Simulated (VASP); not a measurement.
Ta:

```
CELL_PARAMETERS angstrom
4.63308 0.00000 0.00000
-2.31654 4.01236 0.00000
0.00000 0.00000 4.79821
ATOMIC_POSITIONS crystal
Ta 0.00000 0.00000 0.25000
Ta 0.00000 0.00000 0.75000
Ta 0.33333 0.66667 0.75000
Ta 0.66667 0.33333 0.25000
```

This isn't the form of Ta at room conditions, which is bcc.

```yaml
Program: VASP 6.6.1
Task: relaxation of cell and atoms
Functional: PBE
Potentials_or_basis: VASP PAW PBE potentials, release 64 (Ta_pv)
Cutoff: 600 eV
k_mesh: 6 × 6 × 4
Occupations: gaussian, width 0.1 eV
Spin: no spin polarisation
```

At the start: pressure 1.3 GPa; volume 22.30 Å³/atom.

Question: Where does the relaxation end?

Answer: Over 5 steps the energy falls by 2.6 meV/atom and the volume is 22.51 Å³/atom (+0.9 %); space group P6_3/mmc (No. 194, to 0.1 Å) before and after.

The path:
| step | energy change (eV) | largest force (eV/Å) | pressure (GPa) | volume (Å³) |
| --- | --- | --- | --- | --- |
| 1 | 0.0000 | 0.0000 | 1.28 | 89.20 |
| 2 | 0.0000 | 0.0000 | -1.91 | 91.51 |
| 3 | -0.0096 | 0.0000 | -0.37 | 90.33 |
| 4 | -0.0102 | 0.0000 | 0.22 | 89.87 |
| 5 | -0.0104 | 0.0000 | 0.01 | 90.03 |

Final structure:
```xyz
4
Lattice="4.6268 0.0000 0.0000 -2.3134 4.0069 0.0000 0.0000 0.0000 4.8562" Properties=species:S:1:pos:R:3 pbc="T T T"
Ta    0.0000    0.0000    1.2141
Ta    0.0000    0.0000    3.6422
Ta    0.0000    2.6713    3.6422
Ta    2.3134    1.3356    1.2141
```
